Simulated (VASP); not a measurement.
ScAsSe4, 6 atoms in the cell. Symmetry: F-43m, No. 216, cubic system. Conventional cell: a = 8.011 Å, b = 8.011 Å, c = 8.011 Å, α = 90.00°, β = 90.00°, γ = 90.00°. Within 4.4 Å of Sc (site symmetry -43m) lie 12 Se at 3.33 Å and 4 As at 3.47 Å. As (site symmetry -43m) has 12 Se at 3.32 Å and 4 Sc at 3.47 Å within 4.4 Å. Se (site symmetry 3m) has 6 Se at 2.78 to 2.89 Å and 3 As at 3.32 Å and 3 Sc at 3.33 Å within 3.7 Å. The cell was generated, and may not be a known phase.

```yaml
Program: VASP 6.6.1
Task: single point
Functional: PBE
Potentials_or_basis: VASP PAW PBE potentials, release 64 (Sc_sv, As, Se)
Cutoff: 500 eV
k_mesh: 3 × 3 × 3
Occupations: gaussian, width 0.15 eV
Spin: no spin polarisation
Dipole_correction: no
Further_INCAR_settings: ALGO = Normal; EDIFF = 1e-06; NBANDS = 29
```

Potentials or basis: VASP PAW PBE potentials, release 64 (Sc_sv, As, Se).

Launch:

```sh
$ cat potpaw_PBE.64/Sc_sv/POTCAR potpaw_PBE.64/As/POTCAR potpaw_PBE.64/Se/POTCAR > POTCAR
$ mpirun -np 1 vasp_std > vasp.out
```

Hardware: 1 thread of Intel Xeon 8259CL, with other jobs on the host.

Problem. How long does it take, and how much memory?

Solution. Run time: 33 s on 1 thread of Intel Xeon 8259CL, with other jobs on the host, peak memory 0.25 GiB. Counts: scf iterations 16, k points 4.
